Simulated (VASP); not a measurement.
Write the native input for VASP 6.6.1 that does the following.

| Quantity | Value |
| --- | --- |
| Task | single point |
| Functional | PBE |
| Potentials or basis | VASP PAW PBE potentials, release 64 (Ba_sv, Ti_sv, O) |
| Cutoff | 520 eV |
| k mesh | 6 × 6 × 6 |
| Occupations | gaussian, width 0.05 eV |
| Spin | no spin polarisation |
| Dipole correction | no |
| Further INCAR settings | ALGO = Normal; EDIFF = 1e-06; NBANDS = 28 |

The structure of BaTiO3 lies in POSCAR:

```
BaTiO3
1.0
    3.9998000000      0.0000000000      0.0000000000
    0.0000000000      3.9998000000      0.0000000000
    0.0000000000      0.0000000000      4.0180000000
Ba Ti O
1 1 3
Direct
    0.0000000000      0.0000000000      0.0000000000
    0.5076304336      0.4930892565      0.4970589825
    0.5000000000      0.5000000000      0.0190000000
    0.5000000000      0.0000000000      0.5170000000
    0.0000000000      0.5000000000      0.5170000000
```

The input as run:

INCAR

```
PREC = Accurate ; ENCUT = 520
EDIFF = 1E-6 ; ISMEAR = 0
SIGMA = 0.05 ; LREAL = F
LASPH = T ; NELM = 100
ALGO = Normal ; ISIF = 2
LWAVE = F ; LCHARG = F
GGA = PE ; NBANDS = 28
```

KPOINTS

```
regular mesh
0
Gamma
  6 6 6
```

Potentials or basis: VASP PAW PBE potentials, release 64 (Ba_sv, Ti_sv, O).

Command:

```bash
$ cat potpaw_PBE.64/Ba_sv/POTCAR potpaw_PBE.64/Ti_sv/POTCAR potpaw_PBE.64/O/POTCAR > POTCAR
$ mpirun -np 1 vasp_std > vasp.out
```

Results of the run:

- Pressure: 4.0 GPa
- Largest force: 0.238 eV/Å
- Band gap on the k mesh: 1.80 eV, indirect (least direct gap 2.04 eV)

Caveat: spin-orbit coupling is left out, which moves the levels of the heavy elements.

Run time: 89 s on 1 thread of Intel(R) Xeon(R) 6975P-C (Granite Rapids), with other jobs on the host, peak memory 0.31 GiB.
